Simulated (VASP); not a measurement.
# Sn (P6_3/mmc) in VASP: a series of runs

Sn is run at these levels: PBE; tasks: single point.

All numbers are computed with VASP 6.6.1; they aren't measurements. Logs are shortened: lines on timing, memory, paths and dates and some standing lists are left out, and cuts for length are marked.

## 1. The cell of the first run

The structure is hexagonal, space group P6_3/mmc (No. 194). The conventional cell has a = 3.377 Å, b = 3.377 Å, c = 5.615 Å, α = 90.00°, β = 90.00°, γ = 120.00°. Within 4.4 Å of Sn (site symmetry -6m2) lie 12 Sn at 3.38 to 3.42 Å.

This isn't the form of Sn at room conditions, which is tetragonal (white tin).

## 2. Single point, PBE

Contents of INCAR:

```
  PREC = Accurate
  ENCUT = 520
  EDIFF = 1E-6
  ISMEAR = -1
  SIGMA = 0.1
  LREAL = False
  LASPH = True
  NELM = 60
  ALGO = Normal
  ISIF = 2
  LWAVE = False
  LCHARG = False
  GGA = PE
  NBANDS = 21
```

Contents of KPOINTS:

```
regular mesh
0
Gamma
  11 11 6
```

Contents of POSCAR:

```
Sn
1.0
    3.3772842427      0.0000000000      0.0000000000
   -1.6886421214      2.9248139500      0.0000000000
    0.0000000000      0.0000000000      5.6150199658
Sn
2
Direct
    0.3333333333      0.6666666667      0.2500000000
    0.6666666667      0.3333333333      0.7500000000
```

Potentials or basis: VASP PAW PBE potentials, release 64 (Sn_d).

Command:

```sh
cat potpaw_PBE.64/Sn_d/POTCAR > POTCAR
mpirun -np 1 vasp_std > vasp.out
```

OUTCAR:

```text
PREC = Accurate
   ENCUT = 520
   EDIFF = 1E-6
   ISMEAR = -1
   LREAL = False
   LASPH = True
   NELM = 60
   ISIF = 2
   GGA = PE

 ion  position               nearest neighbor table
   1  0.333  0.667  0.250-   2 3.42   2 3.42   2 3.42   2 3.42   2 3.42   2 3.42
   2  0.667  0.333  0.750-   1 3.42   1 3.42   1 3.42   1 3.42   1 3.42   1 3.42

  LATTYP: Found a hexagonal cell.
 ALAT       =     3.3772842427
 C/A-ratio  =     1.6625843614

  Lattice vectors:

 A1 = (   3.3772842427,   0.0000000000,   0.0000000000)
 A2 = (  -1.6886421214,   2.9248139500,   0.0000000000)
 A3 = (   0.0000000000,   0.0000000000,   5.6150199658)

Analysis of symmetry for initial positions (statically):
=====================================================================
 Subroutine PRICEL returns:
 Original cell was already a primitive cell.

 Routine SETGRP: Setting up the symmetry group for a
 hexagonal supercell.

 Subroutine GETGRP returns: Found 24 space group operations
 (whereof 12 operations were pure point group operations)
 out of a pool of 24 trial point group operations.

The static configuration has the point symmetry D_3d.
 The point group associated with its full space group is D_6h.

Analysis of symmetry for dynamics (positions and initial velocities):
=====================================================================
 Subroutine PRICEL returns:
 Original cell was already a primitive cell.

 Routine SETGRP: Setting up the symmetry group for a
 hexagonal supercell.

 Subroutine GETGRP returns: Found 24 space group operations
 (whereof 12 operations were pure point group operations)
 out of a pool of 24 trial point group operations.

The dynamic configuration has the point symmetry D_3d.
 The point group associated with its full space group is D_6h.

 Subroutine INISYM returns: Found 24 space group operations
 (whereof 12 operations are pure point group operations),
 and found     1 'primitive' translations

----------------------------------------------------------------------------------------

                                     Primitive cell

  volume of cell :      55.4648

  direct lattice vectors                    reciprocal lattice vectors
     3.377284243  0.000000000  0.000000000     0.296095895  0.170951045  0.000000000
    -1.688642121  2.924813950  0.000000000     0.000000000  0.341902089  0.000000000
     0.000000000  0.000000000  5.615019966     0.000000000  0.000000000  0.178093757

  length of vectors
     3.377284243  3.377284243  5.615019966     0.341902089  0.341902089  0.178093757

  position of ions in fractional coordinates (direct lattice)
     0.333333333  0.666666667  0.250000000
     0.666666667  0.333333333  0.750000000

  ion indices of the primitive-cell ions
   primitive index   ion index
                 1           1
                 2           2

----------------------------------------------------------------------------------------

 KPOINTS: regular mesh

Automatic generation of k-mesh.
 Grid dimensions read from file:
 generate k-points for:   11   11    6

 Generating k-lattice:

  Cartesian coordinates                     Fractional coordinates (reciprocal lattice)
     0.026917809  0.015541004  0.000000000     0.090909091 -0.000000000  0.000000000
     0.000000000  0.031082008  0.000000000     0.000000000  0.090909091  0.000000000
     0.000000000  0.000000000  0.029682293     0.000000000  0.000000000  0.166666667

  Length of vectors
     0.031082008  0.031082008  0.029682293

  Shift w.r.t. Gamma in fractional coordinates (k-lattice)
     0.000000000  0.000000000  0.000000000

 Subroutine IBZKPT returns following result:
 ===========================================

 Found     64 irreducible k-points:

 Following reciprocal coordinates:
            Coordinates               Weight
  0.000000  0.000000  0.000000      1.000000
  0.090909  0.000000  0.000000      6.000000
  0.181818 -0.000000  0.000000      6.000000
  0.272727  0.000000  0.000000      6.000000
  0.363636 -0.000000  0.000000      6.000000
  0.454545 -0.000000  0.000000      6.000000
[... 16 lines left out ...]
  0.090909  0.090909  0.166667     12.000000
  0.181818  0.090909  0.166667     24.000000
 [... further k-points ...]
   k-points           NKPTS =     64   k-points in BZ     NKDIM =     64   number of bands    NBANDS=     21
   number of dos      NEDOS =    301   number of ions     NIONS =      2
   total plane-waves  NPLWV =  32928
   dimension x,y,z NGX =    28 NGY =   28 NGZ =   42
   dimension x,y,z NGXF=    56 NGYF=   56 NGZF=   84
   ions per type =               2
   NGX,Y,Z   is equivalent  to a cutoff of  13.78, 13.78, 12.44 a.u.
   NGXF,Y,Z  is equivalent  to a cutoff of  27.57, 27.57, 24.87 a.u.
 SYSTEM =  unknown system
   PREC   = accura    normal or accurate (medium, high low for compatibility)
   ISTART =      0    job   : 0-new  1-cont  2-samecut
   ICHARG =      2    charge: 1-file 2-atom 10-const
[... 78 lines left out ...]
      4     -13.6495      2.00000
      5     -13.6453      2.00000
      6     -13.6405      2.00000
[... 13 lines left out ...]
     20      18.2615      0.00000
     21      19.0221      0.00000

 k-point     3 :       0.1818   -0.0000    0.0000
  band No.  band energies     occupation
      1     -13.6942      2.00000
      2     -13.6577      2.00000
      3     -13.6493      2.00000
      4     -13.6341      2.00000
      5     -13.6284      2.00000
      6     -13.6204      2.00000
[... 13 lines left out ...]
     20      17.6531      0.00000
     21      18.9231      0.00000

 k-point     4 :       0.2727    0.0000    0.0000
  band No.  band energies     occupation
      1     -13.7138      2.00000
      2     -13.6628      2.00000
      3     -13.6533      2.00000
      4     -13.6395      2.00000
      5     -13.6266      2.00000
      6     -13.5825      2.00000
[... 13 lines left out ...]
     20      17.1534      0.00000
     21      18.6224      0.00000

 k-point     5 :       0.3636   -0.0000    0.0000
  band No.  band energies     occupation
      1     -13.7308      2.00000
      2     -13.6725      2.00000
      3     -13.6698      2.00000
      4     -13.6491      2.00000
      5     -13.6043      2.00000
      6     -13.5934      2.00000
[... 13 lines left out ...]
     20      16.8033      0.00000
     21      18.3160      0.00000

 k-point     6 :       0.4545   -0.0000    0.0000
  band No.  band energies     occupation
      1     -13.7406      2.00000
      2     -13.6844      2.00000
      3     -13.6743      2.00000
      4     -13.6545      2.00000
      5     -13.6025      2.00000
      6     -13.5909      2.00000
[... 13 lines left out ...]
     20      16.5791      0.00000
     21      18.1545      0.00000

 k-point     7 :       0.0909    0.0909    0.0000
  band No.  band energies     occupation
      1     -13.6787      2.00000
      2     -13.6726      2.00000
      3     -13.6454      2.00000
      4     -13.6413      2.00000
      5     -13.6278      2.00000
      6     -13.6276      2.00000
[... 13 lines left out ...]
     20      17.6538      0.00000
     21      18.2947      0.00000
[... 291 lines left out ...]
      1     -13.7112      2.00000
      2     -13.6692      2.00000
      3     -13.6607      2.00000
      4     -13.6343      2.00000
      5     -13.6169      2.00000
      6     -13.5957      2.00000
[... 13 lines left out ...]
     20      16.3894      0.00000
     21      17.2570      0.00000

 k-point    21 :       0.3636   -0.0000    0.1667
  band No.  band energies     occupation
      1     -13.7273      2.00000
      2     -13.6801      2.00000
      3     -13.6720      2.00000
      4     -13.6417      2.00000
      5     -13.6124      2.00000
      6     -13.5883      2.00000
[... 13 lines left out ...]
     20      16.0399      0.00000
     21      17.4813      0.00000

 k-point    22 :       0.4545   -0.0000    0.1667
  band No.  band energies     occupation
      1     -13.7366      2.00000
      2     -13.6900      2.00000
      3     -13.6774      2.00000
      4     -13.6464      2.00000
      5     -13.6190      2.00000
      6     -13.5770      2.00000
[... 13 lines left out ...]
     20      15.8557      0.00000
     21      18.2466      0.00000

 k-point    23 :       0.0909    0.0909    0.1667
  band No.  band energies     occupation
      1     -13.6758      2.00000
      2     -13.6744      2.00000
      3     -13.6577      2.00000
      4     -13.6442      2.00000
      5     -13.6305      2.00000
      6     -13.6260      2.00000
[... 13 lines left out ...]
     20      17.4052      0.00000
     21      18.2544      0.00000

 k-point    24 :       0.1818    0.0909    0.1667
  band No.  band energies     occupation
      1     -13.6921      2.00000
      2     -13.6645      2.00000
      3     -13.6590      2.00000
      4     -13.6363      2.00000
      5     -13.6292      2.00000
      6     -13.6093      2.00000
[... 13 lines left out ...]
     20      16.9340      0.00000
     21      17.5632      0.00000

 [... further k-points ...]

------------------------ aborting loop because EDIFF is reached ----------------------------------------

  FORCE on cell =-STRESS in cart. coord.  units (eV):
  Direction    XX          YY          ZZ          XY          YZ          ZX
  --------------------------------------------------------------------------------------
  -------------------------------------------------------------------------------------
  Total       -0.0267174     -0.0267174     -0.0319426      0.0000000      0.0000000     -0.0000000
  in kB       -0.7717701     -0.7717701     -0.9227055      0.0000000      0.0000000     -0.0000000
  external PRESSURE =      -0.8220819 kB  Pullay stress =       0.0000000 kB

 VOLUME and BASIS-vectors are now :
 -----------------------------------------------------------------------------
  energy-cutoff  :      520.00
  volume of cell :       55.46
      direct lattice vectors                 reciprocal lattice vectors
     3.377284243  0.000000000  0.000000000     0.296095895  0.170951045  0.000000000
    -1.688642121  2.924813950  0.000000000     0.000000000  0.341902089  0.000000000
     0.000000000  0.000000000  5.615019966     0.000000000  0.000000000  0.178093757

 POSITION                                       TOTAL-FORCE (eV/Angst)
 -----------------------------------------------------------------------------------
     -0.00000      1.94988      1.40375         0.000000     -0.000000      0.000000
      1.68864      0.97494      4.21126        -0.000000      0.000000      0.000000
 -----------------------------------------------------------------------------------
    total drift:                                0.000000     -0.000000      0.000000

  FREE ENERGIE OF THE ION-ELECTRON SYSTEM (eV)
  ---------------------------------------------------
  free  energy   TOTEN  =        -7.6111752961 eV

  energy  without entropy=       -7.5803111098  energy(sigma->0) =       -7.59574320
```

Run time: 26 s. Hardware: 1 thread of Intel Xeon 6975P-C (Granite Rapids), shared host; peak memory 0.2 GiB.

Results:

| Item | Value |
| --- | --- |
| Free energy | -7.6112 eV |
| Pressure | -0.1 GPa |
| Band gap on the k mesh | zero (bands 14 and 15 overlap by 7.77 eV) |

Levels at points of the mesh, in eV from the Fermi level:
```csv
k point,band 11,band 12,band 13,band 14,band 15,band 16,band 17,band 18
"(0.00, 0.00, 0.00)",-10.98,-6.93,-4.55,5.83,5.83,7.34,7.49,7.49
"(0.00, 0.00, 0.50)",-9.75,-9.75,0.73,0.73,6.68,6.68,6.68,6.68
```

Caveat: spin-orbit coupling is left out, which moves the levels of the heavy elements.

## 3. Single point, PBE (24.40 Å³/atom)

This run uses another cell than the first one, of 24.40 Å³/atom.

Contents of INCAR:

```
SYSTEM = Sn
PREC = Accurate ; ENCUT = 520
EDIFF = 1E-6 ; ISMEAR = -1
SIGMA = 0.1 ; LREAL = .FALSE.
LASPH = .TRUE. ; NELM = 100
ALGO = Normal ; ISIF = 2
LWAVE = .FALSE. ; LCHARG = .TRUE.
GGA = PE ; LELF = .TRUE.
LVHAR = .TRUE. ; NBANDS = 21
```

Contents of KPOINTS:

```
regular mesh
0
G
  12 12 7
  0 0 0
```

Contents of POSCAR:

```
Sn
1.0
    3.2363973567      0.0000000000      0.0000000000
   -1.6181986783      2.8028023276      0.0000000000
    0.0000000000      0.0000000000      5.3807836324
Sn
2
Direct
    0.3333333333      0.6666666667      0.2500000000
    0.6666666667      0.3333333333      0.7500000000
```

Potentials or basis: VASP PAW PBE potentials, release 64 (Sn_d).

Command:

```sh
cat potpaw_PBE.64/Sn_d/POTCAR > POTCAR
mpirun -np 1 vasp_std > vasp.out
```

Run time: 23 s. Hardware: 1 thread of Intel Xeon 6975P-C (Granite Rapids), shared host; peak memory 0.19 GiB.

Results (log left out):

```yaml
Free_energy: -7.4222 eV
Pressure: 8.1 GPa
Band_gap_on_the_k_mesh: zero (bands 14 and 15 overlap by 9.31 eV)
```

Stress tensor (GPa, compression positive):
```
8.84 0.00 0.00
0.00 8.84 0.00
0.00 0.00 6.50
```

Levels at points of the mesh, in eV from the Fermi level:
```
           k point  band 12  band 13  band 14  band 15  band 16  band 17
(0.00, 0.00, 0.00)    -7.15    -5.25     6.63     6.63     8.39     8.52
(0.50, 0.00, 0.00)    -6.28    -2.32    -1.72    -0.96     1.18     2.38
```

Caveat: the cell stands under pressure; spin-orbit coupling is left out, which moves the levels of the heavy elements.

## 4. Single point, PBE (25.51 Å³/atom)

This run uses another cell than the first one, of 25.51 Å³/atom.

Contents of INCAR:

```
PREC = Accurate
ENCUT = 520
EDIFF = 1E-6
ISMEAR = -1
SIGMA = 0.1
LREAL = F
LASPH = T
NELM = 80
ALGO = Normal
ISIF = 2
LWAVE = F
LCHARG = F
GGA = PE
NBANDS = 21
```

Contents of KPOINTS:

```
Automatic mesh
0
Gamma
  12 12 7
```

Contents of POSCAR:

```
Sn
1.0
    3.2847089174      0.0000000000      0.0000000000
   -1.6423544587      2.8446413665      0.0000000000
    0.0000000000      0.0000000000      5.4611056777
Sn
2
Direct
    0.3333333333      0.6666666667      0.2500000000
    0.6666666667      0.3333333333      0.7500000000
```

Command:

```sh
cat potpaw_PBE.64/Sn_d/POTCAR > POTCAR
mpirun -np 1 vasp_std > vasp.out
```

Run time: 21 s. Hardware: 1 thread of Intel Xeon 6975P-C (Granite Rapids), shared host; peak memory 0.2 GiB.

Results (log left out):

```
Free energy            : -7.5109 eV
Pressure               : 4.7 GPa
Band gap on the k mesh : zero (bands 14 and 15 overlap by 8.88 eV)
```

Stress tensor (GPa, compression positive):
```
5.33 0.00 0.00
0.00 5.33 0.00
0.00 0.00 3.48
```

Levels at points of the mesh, in eV from the Fermi level:
| k point | band 11 | band 12 | band 13 | band 14 | band 15 | band 16 | band 17 | band 18 |
| --- | --- | --- | --- | --- | --- | --- | --- | --- |
| (0.00, 0.00, 0.00) | -11.58 | -7.06 | -4.99 | 6.35 | 6.35 | 8.03 | 8.17 | 8.17 |
| (0.50, 0.00, 0.00) | -7.18 | -6.10 | -2.38 | -1.66 | -0.87 | 1.21 | 2.33 | 5.95 |

Caveat: the cell stands under pressure; spin-orbit coupling is left out, which moves the levels of the heavy elements.

## 5. Single point, PBE (26.62 Å³/atom)

This run uses another cell than the first one, of 26.62 Å³/atom.

Contents of INCAR:

```
SYSTEM = Sn
PREC = Accurate ; ENCUT = 520
EDIFF = 1E-6 ; ISMEAR = -1
SIGMA = 0.1 ; LREAL = .False.
LASPH = .True. ; NELM = 100
ALGO = Normal ; ISIF = 2
LWAVE = .False. ; LCHARG = .True.
GGA = PE ; LELF = .True.
LVHAR = .True. ; NBANDS = 21
```

Contents of KPOINTS:

```
Automatic mesh
0
Gamma
  12 12 7
  0 0 0
```

Contents of POSCAR:

```
Sn
1.0
    3.3316396711      0.0000000000      0.0000000000
   -1.6658198356      2.8852845915      0.0000000000
    0.0000000000      0.0000000000      5.5391320149
Sn
2
Direct
    0.3333333333      0.6666666667      0.2500000000
    0.6666666667      0.3333333333      0.7500000000
```

Command:

```sh
cat potpaw_PBE.64/Sn_d/POTCAR > POTCAR
mpirun -np 1 vasp_std > vasp.out
```

Run time: 41 s. Hardware: 1 thread of Intel Xeon 6975P-C (Granite Rapids), shared host; peak memory 0.21 GiB.

The run converged. Its results:

```yaml
Free_energy: -7.5582 eV
Pressure: 2.1 GPa
Band_gap_on_the_k_mesh: zero (bands 14 and 15 overlap by 8.47 eV)
```

Stress tensor (GPa, compression positive):
```
2.57 0.00 0.00
0.00 2.57 0.00
0.00 0.00 1.10
```

Levels at points of the mesh, in eV from the Fermi level:
```
           k point  band 10  band 11  band 12  band 13  band 14  band 15  band 16  band 17  band 18  band 19
(0.00, 0.00, 0.00)   -21.39   -11.25    -6.97    -4.75     6.10     6.10     7.69     7.84     7.84     9.73
(0.50, 0.00, 0.00)   -21.37    -7.06    -5.96    -2.42    -1.60    -0.79     1.24     2.28     5.85     5.94
```

Caveat: spin-orbit coupling is left out, which moves the levels of the heavy elements.

## 6. Single point, PBE (27.73 Å³/atom)

Contents of INCAR:

```
ALGO     = Normal         # electronic algorithm
EDIFF    = 1E-6           # SCF threshold, eV
ENCUT    = 520            # plane-wave cutoff, eV
GGA      = PE             # functional
ISIF     = 2              # what is computed and relaxed
ISMEAR   = -1             # smearing method
LASPH    = T              # aspherical terms in the spheres
LCHARG   = T              # write CHGCAR
LELF     = T              # ELF
LREAL    = F              # projectors in reciprocal space
LVHAR    = T            
LWAVE    = F              # write WAVECAR
NBANDS   = 21             # bands
NELM     = 60             # most SCF steps
PREC     = Accurate       # precision mode
SIGMA    = 0.1            # smearing width, eV
```

Contents of KPOINTS:

```
k-points
0
Gamma
  12 12 7
```

Contents of POSCAR:

```
Sn
1.0
    3.3772842427      0.0000000000      0.0000000000
   -1.6886421214      2.9248139500      0.0000000000
    0.0000000000      0.0000000000      5.6150199658
Sn
2
Direct
    0.3333333333      0.6666666667      0.2500000000
    0.6666666667      0.3333333333      0.7500000000
```

Potentials or basis: VASP PAW PBE potentials, release 64 (Sn_d).

Command:

```sh
cat potpaw_PBE.64/Sn_d/POTCAR > POTCAR
mpirun -np 1 vasp_std > vasp.out
```

It took 30 s on 1 thread of Intel Xeon 6975P-C (Granite Rapids), shared host; peak memory 0.21 GiB.

It converged, with:

```yaml
Free_energy: -7.5731 eV
Pressure: 0.0 GPa
Band_gap_on_the_k_mesh: zero (bands 14 and 15 overlap by 8.09 eV)
```

Stress tensor (GPa, compression positive):
```
 0.37  0.00  0.00
 0.00  0.37  0.00
 0.00  0.00 -0.77
```

Levels at points of the mesh, in eV from the Fermi level:
```tsv
k point	band 10	band 11	band 12	band 13	band 14	band 15	band 16	band 17	band 18	band 19
(0.00, 0.00, 0.00)	-21.39	-10.95	-6.90	-4.52	5.86	5.86	7.37	7.52	7.52	9.50
(0.50, 0.00, 0.00)	-21.37	-6.96	-5.84	-2.44	-1.54	-0.72	1.27	2.23	5.70	5.76
```

Caveat: spin-orbit coupling is left out, which moves the levels of the heavy elements.

## 7. Overview

| cell | k mesh | gap on the mesh (eV) | pressure (GPa) |
| --- | --- | --- | --- |
| a = 3.377, b = 3.377, c = 5.615 Å, angles 90.0, 90.0, 120.0°, 2 atoms | 11 × 11 × 6 | none | -0.1 |
| a = 3.236, b = 3.236, c = 5.381 Å, angles 90.0, 90.0, 120.0°, 2 atoms | 12 × 12 × 7 | none | 8.1 |
| a = 3.285, b = 3.285, c = 5.461 Å, angles 90.0, 90.0, 120.0°, 2 atoms | 12 × 12 × 7 | none | 4.7 |
| a = 3.332, b = 3.332, c = 5.539 Å, angles 90.0, 90.0, 120.0°, 2 atoms | 12 × 12 × 7 | none | 2.1 |
| a = 3.377, b = 3.377, c = 5.615 Å, angles 90.0, 90.0, 120.0°, 2 atoms | 12 × 12 × 7 | none | 0.0 |

Alike in all rows: task single point; level PBE; potentials or basis VASP PAW PBE potentials, release 64 (Sn_d); no spin polarisation; cutoff (eV) 520; smearing fermi-dirac 0.1 eV.

Caveats: spin-orbit coupling is left out, which moves the levels of the heavy elements; the cell stands under pressure (at least some runs).

Absolute energies hang on the potentials; compare differences alone.
